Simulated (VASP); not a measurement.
Input of a VASP 6.6.1 run:

POSCAR

```
Al
1.0
    2.8124553515      0.0000000000      0.0000000000
   -1.4062276757      2.4356577814      0.0000000000
    0.0000000000      0.0000000000      4.8668500000
Al
2
Direct
    0.3333333333      0.6666666667      0.2500000000
    0.6666666667      0.3333333333      0.7500000000
```

File INCAR.step1:

```
SYSTEM = Al
ALGO     = Normal         ! electronic algorithm
EDIFF    = 1E-5           ! SCF threshold, eV
ENCUT    = 520            ! plane-wave cutoff, eV
GGA      = PE             ! functional
ISIF     = 2              ! what is computed and relaxed
ISMEAR   = -1             ! smearing method
LASPH    = .True.         ! aspherical terms in the spheres
LCHARG   = .False.        ! write CHGCAR
LREAL    = .False.        ! projectors in reciprocal space
LWAVE    = .True.         ! write WAVECAR
NBANDS   = 10             ! bands
NELM     = 60             ! most SCF steps
PREC     = Accurate       ! precision mode
SIGMA    = 0.05           ! smearing width, eV
```

File INCAR.step2:

```
SYSTEM = Al
AEXX     = 1.0            ! exact-exchange fraction
AGGAC    = 0.0          
ALDAC    = 0.0          
ALGO     = Normal         ! electronic algorithm
EDIFF    = 1E-6           ! SCF threshold, eV
ENCUT    = 520            ! plane-wave cutoff, eV
GGA      = PE             ! functional
ISIF     = 2              ! what is computed and relaxed
ISMEAR   = -1             ! smearing method
ISTART   = 1            
LASPH    = .True.         ! aspherical terms in the spheres
LCHARG   = .False.        ! write CHGCAR
LHFCALC  = .True.         ! exact exchange
LREAL    = .False.        ! projectors in reciprocal space
LWAVE    = .False.        ! write WAVECAR
NBANDS   = 10             ! bands
NELM     = 60             ! most SCF steps
PREC     = Accurate       ! precision mode
PRECFOCK = Normal       
SIGMA    = 0.05           ! smearing width, eV
```

File KPOINTS:

```
k-points
0
Gamma
  6 6 3
  0 0 0
```

Potentials or basis: VASP PAW PBE potentials, release 64 (Al).

Launch:

```console
$ cat potpaw_PBE.64/Al/POTCAR > POTCAR
$ cp INCAR.step1 INCAR
$ mpirun -np 1 vasp_std > vasp.out
$ cp INCAR.step2 INCAR
$ mpirun -np 1 vasp_std > vasp.out
```

(1) Predict the pressure.

(2) What does it give for the band gap on the k mesh?

Answers

(1) 14.7 GPa.

(2) zero (bands 3 and 4 overlap by 8.40 eV).

Caveat: the k points lie up to 0.43 Å⁻¹ apart, too coarse for converged energies and pressures of a metal; the PAW data sets were made with another functional, which shifts forces and pressure a little.
